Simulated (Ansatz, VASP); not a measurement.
# SrSn3Te4 in VASP and in Ansatz

INCAR

```
SYSTEM = SrSn3Te4
PREC = Accurate ; ENCUT = 520
EDIFF = 1E-6 ; ISMEAR = 0
SIGMA = 0.01 ; LREAL = .False.
LASPH = .True. ; NELM = 60
ALGO = Normal ; ISIF = 2
LWAVE = .False. ; LCHARG = .True.
GGA = PE ; LELF = .True.
LVHAR = .True. ; NBANDS = 48
```

Contents of KPOINTS:

```
Automatic mesh
0
Gamma
  4 4 4
  0 0 0
```

Contents of POSCAR:

```
SrSn3Te4
1.0
   -3.2480294228      3.2480294228      6.5194384947
    3.2480294228     -3.2480294228      6.5194384947
    3.2480294228      3.2480294228     -6.5194384947
Sn Te Sr
3 4 1
Direct
    0.7500000000      0.2500000000      0.5000000000
    0.0000000000      0.0000000000      0.0000000000
    0.2500000000      0.7500000000      0.5000000000
    0.5000000000      0.0000000000      0.5000000000
    0.7559533978      0.7559533978      0.0000000000
    0.0000000000      0.5000000000      0.5000000000
    0.2440466022      0.2440466022      0.0000000000
    0.5000000000      0.5000000000      0.0000000000
```

Input for Ansatz:

```yaml
crystal:
  lattice:
    - [-3.2480294228, 3.2480294228, 6.5194384947]
    - [3.2480294228, -3.2480294228, 6.5194384947]
    - [3.2480294228, 3.2480294228, -6.5194384947]
  atoms:
    - { symbol: Sn, position: [0.75, 0.25, 0.5] }
    - { symbol: Te, position: [0.5, 0.0, 0.5] }
    - { symbol: Sn, position: [0.0, 0.0, 0.0] }
    - { symbol: Te, position: [0.7559533978, 0.7559533978, 0.0] }
    - { symbol: Sn, position: [0.25, 0.75, 0.5] }
    - { symbol: Te, position: [0.0, 0.5, 0.5] }
    - { symbol: Sr, position: [0.5, 0.5, 0.0] }
    - { symbol: Te, position: [0.2440466022, 0.2440466022, 0.0] }
kpoints:
  mp_grid: { grid: [4, 4, 4] }
hamiltonian:
  xc: pbe
scf:
  occupations: { method: fixed }
  n_extra_bands: 6
output:
  forces: true
  stress: true
  eigenvalues: true
```

Alike in both runs: task single point; functional PBE; k mesh 4 × 4 × 4; no spin polarisation.

```csv
,VASP,Ansatz
version,VASP 6.6.1,Ansatz 0.2.0
potentials or method,"VASP PAW PBE potentials, release 64 (Sn_d, Te, Sr_sv)","plane waves, PAW"
plane-wave cutoff (eV),520,420
occupations,"gaussian, width 0.01 eV",fixed
valence electrons in the cell,76,116
```

|  | VASP | Ansatz | Ansatz less VASP |
| --- | --- | --- | --- |
| gap on the k mesh at the Fermi level (eV) | 0.36 | 0.36 | -0.001 |
| pressure (GPa) | 0.0 | 0.0 | -0.01 |
| rms of the force components (eV/Å) | 0.018 | 0.017 | -0.0018 |

VASP's potentials hold 76 valence electrons a cell and Ansatz's 116, so a difference there can come from the potentials and not from the codes.

Spin-orbit coupling is off throughout.
